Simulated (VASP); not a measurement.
# Na (Fd-3m) in VASP: further runs

Na is run at these levels: PBEsol; tasks: density of states.

All numbers are computed with VASP 6.6.1; they aren't measurements. Logs are shortened: lines on timing, memory, paths and dates and some standing lists are left out, and cuts for length are marked.

## (1) The cell of the first run

The structure is cubic, space group Fd-3m (No. 227). The conventional cell has a = 5.647 Å, b = 5.647 Å, c = 5.647 Å, α = 90.00°, β = 90.00°, γ = 90.00°. Na (site symmetry -43m) has 4 Na at 2.45 Å within 3.2 Å.

## (2) Density of states, PBEsol (volume scaled by 0.43)

Contents of POSCAR:

```
Na
1.0
    0.0000000000      2.8233412516      2.8233412516
    2.8233412516      0.0000000000      2.8233412516
    2.8233412516      2.8233412516      0.0000000000
Na
2
Direct
   -0.1250000000     -0.1250000000     -0.1250000000
    0.1250000000      0.1250000000      0.1250000000
```

Contents of INCAR.step1:

```
  ALGO = Normal
  EDIFF = 1E-6
  ENCUT = 520
  GGA = PS
  ISIF = 2
  ISMEAR = -1
  LASPH = T
  LCHARG = T
  LREAL = F
  LWAVE = F
  NBANDS = 14
  NELM = 60
  PREC = Accurate
  SIGMA = 0.08
```

Contents of KPOINTS.step1:

```
k-points
0
Gamma
  9 9 9
```

Contents of INCAR.step2:

```
  ALGO = Normal
  EDIFF = 1E-6
  ENCUT = 520
  GGA = PS
  ICHARG = 11
  ISIF = 2
  ISMEAR = -5
  LASPH = T
  LCHARG = F
  LORBIT = 11
  LREAL = F
  LWAVE = F
  NBANDS = 14
  NEDOS = 1001
  NELM = 60
  PREC = Accurate
  SIGMA = 0.08
```

Contents of KPOINTS.step2:

```
k-points
0
Gamma
  14 14 14
```

Potentials or basis: VASP PAW PBE potentials, release 64 (Na_pv).

Launch:

```console
$ cat potpaw_PBE.64/Na_pv/POTCAR > POTCAR
$ cp INCAR.step1 INCAR
$ cp KPOINTS.step1 KPOINTS
$ mpirun -np 1 vasp_std > vasp.out
$ cp INCAR.step2 INCAR
$ cp KPOINTS.step2 KPOINTS
$ mpirun -np 1 vasp_std > vasp.out
```

OUTCAR:

```text
EDIFF = 1E-6
   ENCUT = 520
   GGA = PS
   ICHARG = 11
   ISIF = 2
   ISMEAR = -5
   LASPH = T
   LORBIT = 11
   LREAL = F
   NELM = 60
   PREC = Accurate

 ion  position               nearest neighbor table
   1  0.875  0.875  0.875-   2 2.45   2 2.45   2 2.45   2 2.45
   2  0.125  0.125  0.125-   1 2.45   1 2.45   1 2.45   1 2.45

  LATTYP: Found a face centered cubic cell.
 ALAT       =     5.6466825032

  Lattice vectors:

 A1 = (   0.0000000000,   2.8233412516,   2.8233412516)
 A2 = (   2.8233412516,   0.0000000000,   2.8233412516)
 A3 = (   2.8233412516,   2.8233412516,   0.0000000000)

Analysis of symmetry for initial positions (statically):
=====================================================================
 Subroutine PRICEL returns:
 Original cell was already a primitive cell.

 Routine SETGRP: Setting up the symmetry group for a
 face centered cubic supercell.

 Subroutine GETGRP returns: Found 48 space group operations
 (whereof 12 operations were pure point group operations)
 out of a pool of 48 trial point group operations.

The static configuration has the point symmetry D_3d.
 The point group associated with its full space group is O_h .

Analysis of symmetry for dynamics (positions and initial velocities):
=====================================================================
 Subroutine PRICEL returns:
 Original cell was already a primitive cell.

 Routine SETGRP: Setting up the symmetry group for a
 face centered cubic supercell.

 Subroutine GETGRP returns: Found 48 space group operations
 (whereof 12 operations were pure point group operations)
 out of a pool of 48 trial point group operations.

The dynamic configuration has the point symmetry D_3d.
 The point group associated with its full space group is O_h .

 Subroutine INISYM returns: Found 48 space group operations
 (whereof 12 operations are pure point group operations),
 and found     1 'primitive' translations

----------------------------------------------------------------------------------------

                                     Primitive cell

  volume of cell :      45.0112

  direct lattice vectors                    reciprocal lattice vectors
     0.000000000  2.823341252  2.823341252    -0.177095135  0.177095135  0.177095135
     2.823341252  0.000000000  2.823341252     0.177095135 -0.177095135  0.177095135
     2.823341252  2.823341252  0.000000000     0.177095135  0.177095135 -0.177095135

  length of vectors
     3.992807489  3.992807489  3.992807489     0.306737772  0.306737772  0.306737772

  position of ions in fractional coordinates (direct lattice)
     0.875000000  0.875000000  0.875000000
     0.125000000  0.125000000  0.125000000

  ion indices of the primitive-cell ions
   primitive index   ion index
                 1           1
                 2           2

----------------------------------------------------------------------------------------

 KPOINTS: k-points

Automatic generation of k-mesh.
 Grid dimensions read from file:
 generate k-points for:   14   14   14

 Generating k-lattice:

  Cartesian coordinates                     Fractional coordinates (reciprocal lattice)
    -0.012649652  0.012649652  0.012649652     0.071428571  0.000000000  0.000000000
     0.012649652 -0.012649652  0.012649652     0.000000000  0.071428571  0.000000000
     0.012649652  0.012649652 -0.012649652     0.000000000  0.000000000  0.071428571

  Length of vectors
     0.021909841  0.021909841  0.021909841

  Shift w.r.t. Gamma in fractional coordinates (k-lattice)
     0.000000000  0.000000000  0.000000000

 TETIRR: Found    389 inequivalent tetrahedra from    16464

 Subroutine IBZKPT returns following result:
 ===========================================

 Found    104 irreducible k-points:

 Following reciprocal coordinates:
            Coordinates               Weight
  0.000000  0.000000  0.000000      1.000000
  0.071429  0.000000  0.000000      8.000000
  0.142857  0.000000  0.000000      8.000000
  0.214286  0.000000  0.000000      8.000000
  0.285714  0.000000  0.000000      8.000000
  0.357143  0.000000  0.000000      8.000000
[... 16 lines left out ...]
  0.214286  0.142857  0.000000     24.000000
  0.285714  0.142857  0.000000     24.000000
 [... further k-points ...]
   k-points           NKPTS =    104   k-points in BZ     NKDIM =    104   number of bands    NBANDS=     14
   number of dos      NEDOS =   1001   number of ions     NIONS =      2
   total plane-waves  NPLWV =  27000
   dimension x,y,z NGX =    30 NGY =   30 NGZ =   30
   dimension x,y,z NGXF=    60 NGYF=   60 NGZF=   60
   ions per type =               2
   NGX,Y,Z   is equivalent  to a cutoff of  12.49, 12.49, 12.49 a.u.
   NGXF,Y,Z  is equivalent  to a cutoff of  24.98, 24.98, 24.98 a.u.
 SYSTEM =  unknown system
   PREC   = accura    normal or accurate (medium, high low for compatibility)
   ISTART =      0    job   : 0-new  1-cont  2-samecut
   ICHARG =     11    charge: 1-file 2-atom 10-const
   ISPIN  =      1    spin polarized calculation?
   LNONCOLLINEAR =      F non collinear calculations
   LSORBIT =      F    spin-orbit coupling
   LASPH  =      T    aspherical Exc in radial PAW
   ENCUT  =  520.0 eV  38.22 Ry    6.18 a.u.   7.42  7.42  7.42*2*pi/ulx,y,z
   NELM   =     60;   NELMIN=  2; NELMDL=  0     # of ELM steps
   EDIFF  = 0.1E-05   stopping-criterion for ELM
   LREAL  =      F    real-space projection
   EDIFFG = 0.1E-04   stopping-criterion for IOM
   NSW    =      0    number of steps for IOM
   IBRION =     -1    ionic relax: 0-MD 1-quasi-New 2-CG
   NFREE  =      0    steps in history (QN), initial steepest desc. (CG)
   ISIF   =      2    stress and relaxation
   ISYM   =      2    0-nonsym 1-usesym 2-fastsym
   POTIM  = 0.5000    time-step for ionic-motion
   TEBEG  =    0.0;   TEEND  =   0.0 temperature during run
   PSTRESS=    0.0 pullay stress
   NELECT =      14.0000    total number of electrons
   NUPDOWN=      -1.0000    fix difference up-down
   EMIN   =  10.00;   EMAX   =-10.00  energy-range for DOS
   EFERMI =   0.00;   METHOD = LEGACY
   ISMEAR =    -5;   SIGMA  =   0.08  broadening in eV -4-tet -1-fermi 0-gaus
   EFERMI_NEDOS =   21; number of points for ismear=-14 and -15
   IALGO  =     38    algorithm
   IMIX   =      4    mixing-type and parameters
     AMIX     =   0.40;   BMIX     =  1.00
     AMIX_MAG =   1.60;   BMIX_MAG =  1.00
  volume/ion in A,a.u.               =      22.51       151.88
  Fermi-wavevector in a.u.,A,eV,Ry     =   1.109202  2.096089 16.739656  1.230330
  Thomas-Fermi vector in A             =   2.245739
   LORBIT       =     11    0 simple, 1 ext, 2 COOP (PROOUT), +10 PAW based schemes
   GGA     = PS    functional components
   LHFCALC =     F    Hartree Fock is set to
   AEXX    =    0.0000 exact exchange contribution
   IVDW    =     0    specifies the selected vdW correction
   LEPSILON=     F    determine dielectric tensor
   LRPA    =     F    only Hartree local field effects (RPA)
 non-spin polarized calculation
 Fermi weights with tetrahedron method with Bloechl corrections
  energy-cutoff  :      520.00
  volume of cell :       45.01
 maximum number of plane-waves:      1243
 NGX is ok and might be reduce to    30

 number of electron      13.9999990 magnetization

 Free energy of the ion-electron system (eV)
  ---------------------------------------------------
  ext. energy  EPLUGINS =         0.00000000
  ---------------------------------------------------
  free energy    TOTEN  =        -0.97065614 eV

  energy without entropy =       -0.97065614  energy(sigma->0) =       -0.97065614

 E-fermi :   2.4042     XC(G=0):  -7.9894

 val. band max:        2.5830766591   @ k =  -0.4286   0.5000   0.0714
 cond. band min:       2.2497863893   @ k =  -0.4286   0.2143   0.0000
 fundamental gap:     -0.3332902698
 Fermi energy:         2.4042175462

 k-point     1 :       0.0000    0.0000    0.0000
  band No.  band energies     occupation
      1     -23.7257      2.00000
      2     -23.7257      2.00000
      3     -23.7257      2.00000
      4     -23.3842      2.00000
      5     -23.3842      2.00000
      6     -23.3842      2.00000
      7      -2.1654      2.00000
      8      10.3660      0.00000
      9      10.3660      0.00000
     10      10.3660      0.00000
     11      10.4991      0.00000
     12      10.4991      0.00000
     13      10.4991      0.00000
     14      13.0125      0.00000

 k-point     2 :       0.0714    0.0000    0.0000
  band No.  band energies     occupation
      1     -23.7285      2.00000
      2     -23.7285      2.00000
      3     -23.7271      2.00000
      4     -23.3845      2.00000
      5     -23.3815      2.00000
      6     -23.3815      2.00000
      7      -2.0884      2.00000
      8       9.1386      0.00000
      9       9.9331      0.00000
     10       9.9331      0.00000
     11      11.0471      0.00000
     12      11.0471      0.00000
     13      11.2089      0.00000
     14      12.7043      0.00000

 k-point     3 :       0.1429    0.0000    0.0000
  band No.  band energies     occupation
      1     -23.7364      2.00000
      2     -23.7364      2.00000
      3     -23.7312      2.00000
      4     -23.3851      2.00000
      5     -23.3741      2.00000
      6     -23.3741      2.00000
      7      -1.8588      2.00000
      8       7.6978      0.00000
      9       9.5525      0.00000
     10       9.5525      0.00000
     11      11.3527      0.00000
     12      11.7644      0.00000
     13      11.7644      0.00000
     14      12.0760      0.00000

 k-point     4 :       0.2143    0.0000    0.0000
  band No.  band energies     occupation
      1     -23.7472      2.00000
      2     -23.7472      2.00000
      3     -23.7377      2.00000
      4     -23.3854      2.00000
      5     -23.3640      2.00000
      6     -23.3640      2.00000
      7      -1.4799      2.00000
      8       6.2698      0.00000
      9       9.2802      0.00000
     10       9.2802      0.00000
     11      11.2558      0.00000
     12      11.3914      0.00000
     13      11.3914      0.00000
     14      12.6245      0.00000

 k-point     5 :       0.2857    0.0000    0.0000
  band No.  band energies     occupation
      1     -23.7585      2.00000
      2     -23.7585      2.00000
      3     -23.7455      2.00000
      4     -23.3851      2.00000
      5     -23.3533      2.00000
      6     -23.3533      2.00000
      7      -0.9568      2.00000
      8       4.9130      0.00000
      9       9.1124      0.00000
     10       9.1124      0.00000
     11      10.7954      0.00000
[... 276 lines left out ...]
 k-point    22 :       0.1429    0.1429    0.0000
  band No.  band energies     occupation
      1     -23.7494      2.00000
      2     -23.7494      2.00000
      3     -23.7111      2.00000
      4     -23.4055      2.00000
      5     -23.3623      2.00000
      6     -23.3623      2.00000
      7      -1.7574      2.00000
      8       8.5532      0.00000
      9       8.5532      0.00000
     10       9.1735      0.00000
     11       9.5646      0.00000
     12      10.7051      0.00000
     13      12.9590      0.00000
     14      12.9590      0.00000

 k-point    23 :       0.2143    0.1429    0.0000
  band No.  band energies     occupation
      1     -23.7614      2.00000
      2     -23.7606      2.00000
      3     -23.7057      2.00000
      4     -23.4144      2.00000
      5     -23.3519      2.00000
      6     -23.3519      2.00000
      7      -1.4800      2.00000
      8       7.4023      0.00000
      9       8.2230      0.00000
     10       8.8745      0.00000
     11       9.7009      0.00000
     12      10.1988      0.00000
     13      13.2489      0.00000
     14      13.3439      0.00000

 k-point    24 :       0.2857    0.1429    0.0000
  band No.  band energies     occupation
      1     -23.7761      2.00000
      2     -23.7719      2.00000
      3     -23.7029      2.00000
      4     -23.4210      2.00000
      5     -23.3414      2.00000
      6     -23.3403      2.00000
      7      -1.0560      2.00000
      8       6.0212      0.00000
      9       8.0055      0.00000
     10       8.4445      0.00000
     11       9.3927      0.00000
     12      10.8516      0.00000
     13      12.7573      0.00000
     14      13.3712      0.00000

 [... further k-points ...]
[... 5 lines left out ...]
  --------------------------------------------------------------------------------------
  -------------------------------------------------------------------------------------
  Total        3.2028771      3.2028771      3.2028771      0.0000000     -0.0000000     -0.0000000
  in kB      114.0067955    114.0067955    114.0067955      0.0000000     -0.0000000     -0.0000000
  external PRESSURE =     114.0067955 kB  Pullay stress =       0.0000000 kB

 VOLUME and BASIS-vectors are now :
 -----------------------------------------------------------------------------
  energy-cutoff  :      520.00
  volume of cell :       45.01
      direct lattice vectors                 reciprocal lattice vectors
     0.000000000  2.823341252  2.823341252    -0.177095135  0.177095135  0.177095135
     2.823341252  0.000000000  2.823341252     0.177095135 -0.177095135  0.177095135
     2.823341252  2.823341252  0.000000000     0.177095135  0.177095135 -0.177095135

 POSITION                                       TOTAL-FORCE (eV/Angst)
 -----------------------------------------------------------------------------------
      4.94085      4.94085      4.94085        -0.000000     -0.000000     -0.000000
      0.70584      0.70584      0.70584         0.000000      0.000000      0.000000
 -----------------------------------------------------------------------------------
    total drift:                               -0.000000      0.000000      0.000000

  FREE ENERGIE OF THE ION-ELECTRON SYSTEM (eV)
  ---------------------------------------------------
  free  energy   TOTEN  =        -0.9706561375 eV

  energy  without entropy=       -0.9706561375  energy(sigma->0) =       -0.97065614

 total charge

# of ion       s       p       d       tot
------------------------------------------
    1        0.151   5.996   0.000   6.147
    2        0.151   5.996   0.000   6.147
--------------------------------------------------
tot          0.301  11.992   0.000  12.293
```

It took 32 s on 1 thread of Intel Xeon Platinum 8375C at 2.90GHz (Ice Lake), shared host; peak memory 0.18 GiB.

Results:

```yaml
Valence_electrons_inside_the_program's_atomic_spheres: Na 6.15
```

Caveat: the PAW data sets were made with another functional, which shifts forces and pressure a little; tetrahedron occupations give inexact forces and stress in metals.

(Part 1 of 2 ends here.)
